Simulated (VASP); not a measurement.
Wanted: the native input for a VASP 6.6.1 run.

| Property | Result |
| --- | --- |
| Task | single point |
| Functional | LDA |
| Potentials or basis | VASP PAW LDA potentials, release 64 (Nb_sv, Ru_pv) |
| Cutoff | 520 eV |
| k mesh | 9 × 9 × 9 |
| Occupations | fermi-dirac, width 0.05 eV |
| Spin | no spin polarisation |
| Dipole correction | no |
| Further INCAR settings | ALGO = Normal; EDIFF = 1e-07; NBANDS = 36 |

The structure of NbRu3 lies in POSCAR:

```
NbRu3
1.0
    3.8800000000      0.0000000000      0.0000000000
    0.0000000000      3.8800000000      0.0000000000
    0.0000000000      0.0000000000      3.8024000000
Nb Ru
1 3
Direct
    0.0000000000      0.0000000000      0.0000000000
    0.0000000000      0.5000000000      0.5000000000
    0.5000000000      0.0000000000      0.5000000000
    0.5000000000      0.5000000000      0.0000000000
```

This cell differs from its parent crystal: zz strain of -2 %.

These files were run (other wordings do the same):

INCAR

```
  PREC = Accurate
  ENCUT = 520
  EDIFF = 1E-7
  ISMEAR = -1
  SIGMA = 0.05
  LREAL = F
  LASPH = T
  NELM = 80
  ALGO = Normal
  ISIF = 2
  LWAVE = F
  LCHARG = F
  GGA = CA
  NBANDS = 36
```

KPOINTS

```
Automatic mesh
0
Gamma
  9 9 9
```

Potentials or basis: VASP PAW LDA potentials, release 64 (Nb_sv, Ru_pv).

Command:

```sh
$ cat potpaw_LDA.64/Nb_sv/POTCAR potpaw_LDA.64/Ru_pv/POTCAR > POTCAR
$ mpirun -np 1 vasp_std > vasp.out
```

Results of the run:

The pressure is -5.4 GPa.

Caveat: the cell differs from its parent crystal (zz strain of -2 %).

Run time: 96 s on 1 thread of AMD EPYC 9R45 96-Core Processor (Zen 5), with other jobs on the host, peak memory 0.21 GiB.
